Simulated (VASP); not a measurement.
# Ag (P6_3/mmc) in VASP: notebook, part 2 of 2

VASP 6.6.1.

## (3) Single point, PBEsol (strain +0.000 along x and y, -0.080 along z)

INCAR reads:

```
ALGO     = Normal         # electronic algorithm
EDIFF    = 1E-7           # SCF threshold, eV
ENCUT    = 520            # plane-wave cutoff, eV
GGA      = PS             # functional
ISIF     = 2              # what is computed and relaxed
ISMEAR   = 0              # smearing method
LASPH    = T              # aspherical terms in the spheres
LCHARG   = T              # write CHGCAR
LELF     = T              # ELF
LREAL    = F              # projectors in reciprocal space
LVHAR    = T            
LWAVE    = F              # write WAVECAR
NBANDS   = 18             # bands
NELM     = 60             # most SCF steps
PREC     = Accurate       # precision mode
SIGMA    = 0.15           # smearing width, eV
```

KPOINTS reads:

```
k-points
0
Gamma
  18 18 10
```

POSCAR reads:

```
Ag
1.0
    2.9299980804      0.0000000000      0.0000000000
   -1.4649990402      2.5374527707      0.0000000000
    0.0000000000      0.0000000000      4.4068000000
Ag
2
Direct
    0.3333333333      0.6666666667      0.2500000000
    0.6666666667      0.3333333333      0.7500000000
```

Potentials or basis: VASP PAW PBE potentials, release 64 (Ag).

On the command line:

```
cat potpaw_PBE.64/Ag/POTCAR > POTCAR
mpirun -np 1 vasp_std > vasp.out
```

OUTCAR:

```text
EDIFF = 1E-7
   ENCUT = 520
   GGA = PS
   ISIF = 2
   ISMEAR = 0
   LASPH = T
   LREAL = F
   NELM = 60
   PREC = Accurate

 ion  position               nearest neighbor table
   1  0.333  0.667  0.250-   2 2.78   2 2.78   2 2.78   2 2.78   2 2.78   2 2.78
   2  0.667  0.333  0.750-   1 2.78   1 2.78   1 2.78   1 2.78   1 2.78   1 2.78

  LATTYP: Found a hexagonal cell.
 ALAT       =     2.9299980804
 C/A-ratio  =     1.5040282891

  Lattice vectors:

 A1 = (   2.9299980804,   0.0000000000,   0.0000000000)
 A2 = (  -1.4649990402,   2.5374527707,   0.0000000000)
 A3 = (   0.0000000000,   0.0000000000,   4.4068000000)

Analysis of symmetry for initial positions (statically):
=====================================================================
 Subroutine PRICEL returns:
 Original cell was already a primitive cell.

 Routine SETGRP: Setting up the symmetry group for a
 hexagonal supercell.

 Subroutine GETGRP returns: Found 24 space group operations
 (whereof 12 operations were pure point group operations)
 out of a pool of 24 trial point group operations.

The static configuration has the point symmetry D_3d.
 The point group associated with its full space group is D_6h.

Analysis of symmetry for dynamics (positions and initial velocities):
=====================================================================
 Subroutine PRICEL returns:
 Original cell was already a primitive cell.

 Routine SETGRP: Setting up the symmetry group for a
 hexagonal supercell.

 Subroutine GETGRP returns: Found 24 space group operations
 (whereof 12 operations were pure point group operations)
 out of a pool of 24 trial point group operations.

The dynamic configuration has the point symmetry D_3d.
 The point group associated with its full space group is D_6h.

 Subroutine INISYM returns: Found 24 space group operations
 (whereof 12 operations are pure point group operations),
 and found     1 'primitive' translations
[... 105 lines left out ...]
   PSTRESS=    0.0 pullay stress
   NELECT =      22.0000    total number of electrons
   NUPDOWN=      -1.0000    fix difference up-down
   EMIN   =  10.00;   EMAX   =-10.00  energy-range for DOS
   EFERMI =   0.00;   METHOD = LEGACY
   ISMEAR =     0;   SIGMA  =   0.15  broadening in eV -4-tet -1-fermi 0-gaus
   EFERMI_NEDOS =   21; number of points for ismear=-14 and -15
   IALGO  =     38    algorithm
   IMIX   =      4    mixing-type and parameters
     AMIX     =   0.40;   BMIX     =  1.00
     AMIX_MAG =   1.60;   BMIX_MAG =  1.00
  volume/ion in A,a.u.               =      16.38       110.55
  Fermi-wavevector in a.u.,A,eV,Ry     =   1.433572  2.709058 27.961723  2.055129
  Thomas-Fermi vector in A             =   2.553075
   LORBIT       =      0    0 simple, 1 ext, 2 COOP (PROOUT), +10 PAW based schemes
   GGA     = PS    functional components
   LHFCALC =     F    Hartree Fock is set to
   AEXX    =    0.0000 exact exchange contribution
   IVDW    =     0    specifies the selected vdW correction
   LEPSILON=     F    determine dielectric tensor
   LRPA    =     F    only Hartree local field effects (RPA)
 non-spin polarized calculation
 Gauss-broadening in eV      SIGMA  =   0.15
  energy-cutoff  :      520.00
  volume of cell :       32.76
 maximum number of plane-waves:       911
 NGX is ok and might be reduce to    24
   NGX = 11   NGY = 11   NGZ = 17

 number of electron      22.0000011 magnetization

 Free energy of the ion-electron system (eV)
  ---------------------------------------------------
  ext. energy  EPLUGINS =         0.00000000
  ---------------------------------------------------
  free energy    TOTEN  =        -6.54635197 eV

  energy without entropy =       -6.54096531  energy(sigma->0) =       -6.54365864

 E-fermi :   8.8108     XC(G=0): -12.6468

 val. band max:        8.8101341477   @ k =   0.2222   0.1667   0.4000
 cond. band min:       8.8366687041   @ k =   0.1667   0.0000   0.2000
 fundamental gap:      0.0265345564
 Fermi energy:         8.8108492008

 k-point     1 :       0.0000    0.0000    0.0000
  band No.  band energies     occupation
      1       0.6677      2.00000
      2       2.1717      2.00000
      3       3.9679      2.00000
      4       3.9679      2.00000
      5       4.2559      2.00000
      6       4.2997      2.00000
[... 481 lines left out ...]
      5       4.3178      2.00000
      6       4.3580      2.00000
[... 10 lines left out ...]
     17      20.5318      0.00000
     18      24.0930      0.00000

 [... further k-points ...]
[... 5 lines left out ...]
  --------------------------------------------------------------------------------------
  -------------------------------------------------------------------------------------
  Total       -0.0517503     -0.0517503      2.0135856      0.0000000      0.0000000     -0.0000000
  in kB       -2.5306652     -2.5306652     98.4673002      0.0000000      0.0000000     -0.0000000
  external PRESSURE =      31.1353233 kB  Pullay stress =       0.0000000 kB

 VOLUME and BASIS-vectors are now :
 -----------------------------------------------------------------------------
  energy-cutoff  :      520.00
  volume of cell :       32.76
      direct lattice vectors                 reciprocal lattice vectors
     2.929998080  0.000000000  0.000000000     0.341297152  0.197048003  0.000000000
    -1.464999040  2.537452771  0.000000000     0.000000000  0.394096005  0.000000000
     0.000000000  0.000000000  4.406800000     0.000000000  0.000000000  0.226922030

 POSITION                                       TOTAL-FORCE (eV/Angst)
 -----------------------------------------------------------------------------------
     -0.00000      1.69164      1.10170         0.000000      0.000000      0.000000
      1.46500      0.84582      3.30510        -0.000000     -0.000000      0.000000
 -----------------------------------------------------------------------------------
    total drift:                               -0.000000      0.000000     -0.000000

  FREE ENERGIE OF THE ION-ELECTRON SYSTEM (eV)
  ---------------------------------------------------
  free  energy   TOTEN  =        -6.5463519704 eV

  energy  without entropy=       -6.5409653067  energy(sigma->0) =       -6.54365864
```

OSZICAR:

```text
N       E                     dE             d eps       ncg     rms          rms(c)
DAV:   1     0.125440686829E+03    0.12544E+03   -0.11829E+04  8016   0.123E+03
DAV:   2    -0.514054686892E+01   -0.13058E+03   -0.12418E+03  8260   0.271E+02
DAV:   3    -0.725507496889E+01   -0.21145E+01   -0.21075E+01  9308   0.390E+01
DAV:   4    -0.726121166591E+01   -0.61367E-02   -0.61362E-02  8860   0.206E+00
DAV:   5    -0.726125929449E+01   -0.47629E-04   -0.47629E-04  8890   0.193E-01    0.883E+00
DAV:   6    -0.657859115408E+01    0.68267E+00   -0.16125E+00  8306   0.138E+01    0.523E+00
DAV:   7    -0.655472486291E+01    0.23866E-01   -0.22246E-02  8844   0.143E+00    0.286E+00
DAV:   8    -0.654633439767E+01    0.83905E-02   -0.13483E-03  8298   0.301E-01    0.159E-01
DAV:   9    -0.654634623051E+01   -0.11833E-04   -0.17875E-05  9398   0.330E-02    0.209E-02
DAV:  10    -0.654635266287E+01   -0.64324E-05   -0.35063E-06  8652   0.178E-02    0.929E-03
DAV:  11    -0.654635202921E+01    0.63366E-06   -0.74231E-08  6578   0.216E-03    0.619E-04
DAV:  12    -0.654635197041E+01    0.58793E-07   -0.10717E-08  4410   0.839E-04
   1 F= -.65463520E+01 E0= -.65436586E+01  d E =-.538666E-02
```

stdout:

```text
POSCAR found type information on POSCAR Ag
 POSCAR found :  1 types and       2 ions
 scaLAPACK will be used
 -----------------------------------------------------------------------------
|                                                                             |
|                                                                             |
|     You enforced a specific xc type in the INCAR file but a different       |
|     I HOPE YOU KNOW WHAT YOU ARE DOING!                                     |
|                                                                             |
 -----------------------------------------------------------------------------

 LDA part: xc-table for (Slater+PW92), standard interpolation
 POSCAR, INCAR and KPOINTS ok, starting setup
 FFT: planning ... GRIDC
 FFT: planning ... GRID_SOFT
 FFT: planning ... GRID
 WAVECAR not read
 entering main loop
```

Wall time 51 s (1 thread of Intel Xeon Platinum 8488C (Sapphire Rapids), shared host); peak memory 0.23 GiB.

Results:

* Free energy: -6.5464 eV
* Pressure: 3.1 GPa
* Band gap on the k mesh: zero (bands 11 and 12 overlap by 7.18 eV)

Stress tensor (GPa, compression positive):
```
-0.25  0.00  0.00
 0.00 -0.25  0.00
 0.00  0.00  9.85
```

Levels at points of the mesh, in eV from the Fermi level:
```tsv
k point	band 8	band 9	band 10	band 11	band 12	band 13	band 14	band 15
(0.00, 0.00, 0.00)	-4.50	-4.50	-3.08	-3.08	0.12	4.97	15.10	17.38
(0.50, 0.00, 0.00)	-3.19	-2.95	-2.73	-0.20	1.24	7.58	7.75	9.81
(0.00, 0.00, 0.50)	-4.51	-3.40	-3.40	-3.40	-3.40	13.22	13.22	15.57
(0.50, 0.00, 0.50)	-3.19	-3.03	-3.03	0.56	0.56	4.64	4.64	13.33
```

Caveat: the cell differs from its parent crystal (strain +0.000 along x and y, -0.080 along z); the cell stands under pressure; the PAW data sets were made with another functional, which shifts forces and pressure a little.

## (4) Single point, PBEsol (strain -0.040 along x and y, +0.000 along z)

INCAR reads:

```
SYSTEM = Ag
ALGO     = Normal         ! electronic algorithm
EDIFF    = 1E-6           ! SCF threshold, eV
ENCUT    = 520            ! plane-wave cutoff, eV
GGA      = PS             ! functional
ISIF     = 2              ! what is computed and relaxed
ISMEAR   = 0              ! smearing method
LASPH    = .True.         ! aspherical terms in the spheres
LCHARG   = .False.        ! write CHGCAR
LREAL    = .False.        ! projectors in reciprocal space
LWAVE    = .False.        ! write WAVECAR
NBANDS   = 18             ! bands
NELM     = 80             ! most SCF steps
PREC     = Accurate       ! precision mode
SIGMA    = 0.15           ! smearing width, eV
```

KPOINTS reads:

```
k-points
0
Gamma
  18 18 10
  0 0 0
```

POSCAR reads:

```
Ag
1.0
    2.8127981572      0.0000000000      0.0000000000
   -1.4063990786      2.4359546599      0.0000000000
    0.0000000000      0.0000000000      4.7900000000
Ag
2
Direct
    0.3333333333      0.6666666667      0.2500000000
    0.6666666667      0.3333333333      0.7500000000
```

On the command line:

```
cat potpaw_PBE.64/Ag/POTCAR > POTCAR
mpirun -np 1 vasp_std > vasp.out
```

Wall time 57 s (1 thread of Intel Xeon Platinum 8488C (Sapphire Rapids), shared host); peak memory 0.23 GiB.

The run converged. Its results:

```yaml
Free_energy: -6.5918 eV
Pressure: 2.2 GPa
Band_gap_on_the_k_mesh: zero (bands 11 and 12 overlap by 7.79 eV)
```

Stress tensor (GPa, compression positive):
```
 3.79  0.00  0.00
 0.00  3.79  0.00
 0.00  0.00 -1.06
```

Levels at points of the mesh, in eV from the Fermi level:
```csv
k point,band 7,band 8,band 9,band 10,band 11,band 12,band 13,band 14,band 15,band 16
"(0.00, 0.00, 0.00)",-4.59,-4.01,-4.01,-3.08,-3.08,-0.86,3.24,16.05,16.89,18.15
"(0.50, 0.00, 0.00)",-3.83,-2.94,-2.81,-2.70,0.21,1.82,6.83,7.10,9.49,10.47
"(0.00, 0.00, 0.50)",-4.78,-4.78,-3.40,-3.40,-3.40,-3.40,10.52,10.52,16.42,16.42
"(0.50, 0.00, 0.50)",-3.15,-3.15,-2.75,-2.75,0.73,0.73,4.93,4.93,13.77,13.77
```

Caveat: the cell differs from its parent crystal (strain -0.040 along x and y, +0.000 along z); the PAW data sets were made with another functional, which shifts forces and pressure a little.

## (5) Summary

| cell | gap on the mesh (eV) | pressure (GPa) |
| --- | --- | --- |
| a = 2.696, b = 2.696, c = 5.173 Å, angles 90.0, 90.0, 120.0°, 2 atoms | none | 7.2 |
| a = 2.930, b = 2.930, c = 4.407 Å, angles 90.0, 90.0, 120.0°, 2 atoms | none | 3.1 |
| a = 2.813, b = 2.813, c = 4.790 Å, angles 90.0, 90.0, 120.0°, 2 atoms | none | 2.2 |

Alike in all rows: task single point; level PBEsol; potentials or basis VASP PAW PBE potentials, release 64 (Ag); no spin polarisation; k mesh 18 × 18 × 10; cutoff (eV) 520; smearing gaussian 0.15 eV.

Caveats: the PAW data sets were made with another functional, which shifts forces and pressure a little; the cell stands under pressure (at least some runs).

Total energies depend on the potentials used, so only differences within one code and one set of settings carry meaning.
